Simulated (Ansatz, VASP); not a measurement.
**ScAl3N4: VASP beside Ansatz**

```
CELL_PARAMETERS angstrom
6.48036 -0.01575 0.00000
-3.25382 5.63578 0.00000
0.00000 0.00000 5.05280
ATOMIC_POSITIONS crystal
Al 0.33519 0.16436 0.49946
Al 0.16980 0.83490 0.99557
Al 0.33519 0.67083 0.49946
Al 0.66481 0.33564 0.99946
Al 0.66481 0.82917 0.99946
Al 0.83020 0.66510 0.49557
Sc 0.17750 0.33875 0.99120
Sc 0.82250 0.16125 0.49120
N 0.18234 0.34117 0.41304
N 0.34528 0.15469 0.87515
N 0.16491 0.83246 0.37898
N 0.34528 0.69058 0.87515
N 0.65472 0.34531 0.37515
N 0.81766 0.15883 0.91304
N 0.65472 0.80942 0.37515
N 0.83509 0.66754 0.87898
```

Alike in both runs: functional PBE; k mesh 4 × 4 × 5; no spin polarisation.

Ansatz relaxed the structure, and its values are those at the end. VASP's run is a single point on that final structure, the one shown.

```csv
,VASP,Ansatz
version,VASP 6.6.1,Ansatz 0.2.0
potentials or method,"VASP PAW PBE potentials, release 64 (Al, Sc_sv, N)","scalar-relativistic, plane waves, PAW"
plane-wave cutoff (eV),520,420
occupations,"gaussian, width 0.01 eV",fixed
valence electrons in the cell,80,80
```

|  | VASP | Ansatz | Ansatz less VASP |
| --- | --- | --- | --- |
| gap on the k mesh at the Fermi level (eV) | 3.70 | 3.71 | +0.007 |
| least direct gap on the mesh (eV) | 3.72 | 3.71 | -0.007 |
| pressure (GPa) | 0.1 | 0.0 | -0.07 |
| rms of the force components (eV/Å) | 0.023 | 0.001 | -0.0219 |

Ansatz's warnings: stress scf threshold loose.
